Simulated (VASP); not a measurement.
TiSi2: relaxation of cell and atoms with PBE

The system is TiSi2.

```xyz
3
Lattice="3.3898 0.0000 0.0000 0.0000 3.3898 0.0000 0.0000 0.0000 4.8683" Properties=species:S:1:pos:R:3 pbc="T T T"
Ti    0.0000    0.0000    2.4341
Si    1.6949    1.6949    0.0000
Si    0.0000    0.0000    0.0000
```

```yaml
Program: VASP 6.6.1
Task: relaxation of cell and atoms
Functional: PBE
Potentials_or_basis: VASP PAW PBE potentials, release 64 (Ti_sv, Si)
Cutoff: 600 eV
k_mesh: 14 × 14 × 10
Occupations: gaussian, width 0.1 eV
Spin: no spin polarisation
Dipole_correction: no
Further_INCAR_settings: ALGO = Normal; EDIFF = 1e-07; IBRION = 2; EDIFFG = -0.01; NSW = 100; ISIF = 3
```

```yaml
Relaxed_volume: 18.64 Å³/atom
Relaxed_cell: a = 3.395 Å, b = 3.395 Å, c = 4.850 Å, α = 90.00°, β = 90.00°, γ = 90.00°
Space_group_after_relaxing_to_0.05_Å: P4/mmm (No. 123)
Energy_gained_by_relaxing: 0.2 meV/atom
Ionic_steps: 3
Pressure_after_relaxing: 0.0 GPa
Band_gap_on_the_k_mesh: zero (band 10 reaches 7.59 eV, above the bottom of band 11 at 6.67 eV)
```

Step by step:
```
step  energy change (eV)  largest force (eV/Å)  pressure (GPa)  volume (Å³)
   1              0.0000                0.0000           -0.02        55.94
   2             -0.0007                0.0000            0.00        55.92
   3             -0.0007                0.0000           -0.01        55.92
```

Final structure:
```
CELL_PARAMETERS angstrom
3.39547 0.00000 0.00000
0.00000 3.39547 0.00000
0.00000 0.00000 4.85043
ATOMIC_POSITIONS crystal
Ti 0.00000 0.00000 0.50000
Si 0.50000 0.50000 0.00000
Si 0.00000 0.00000 0.00000
```

Levels at points of the mesh, in eV from the Fermi level:
| k point | band 6 | band 7 | band 8 | band 9 | band 10 | band 11 | band 12 | band 13 | band 14 |
| --- | --- | --- | --- | --- | --- | --- | --- | --- | --- |
| (0.00, 0.00, 0.00) | -3.92 | -2.30 | -1.41 | -1.41 | -0.61 | -0.48 | 0.83 | 0.83 | 1.63 |
| (0.50, 0.00, 0.00) | -9.05 | -2.31 | -1.12 | -0.66 | 0.41 | 1.05 | 1.08 | 1.37 | 1.69 |
| (0.50, 0.50, 0.00) | -6.43 | -5.73 | -5.73 | -0.60 | -0.60 | -0.03 | 0.73 | 1.12 | 2.01 |
| (0.00, 0.00, 0.50) | -5.96 | -1.88 | -1.88 | -1.31 | -0.37 | 0.90 | 1.65 | 2.12 | 2.12 |
| (0.50, 0.00, 0.50) | -8.93 | -3.52 | -2.60 | -0.47 | -0.10 | 0.83 | 0.95 | 1.48 | 2.55 |
| (0.50, 0.50, 0.50) | -6.17 | -5.87 | -5.87 | -2.29 | -1.87 | 1.26 | 1.26 | 1.33 | 1.33 |

Wall time 8.6 min on 1 thread of AMD EPYC 7R13 (shared host), peak memory 0.32 GiB.
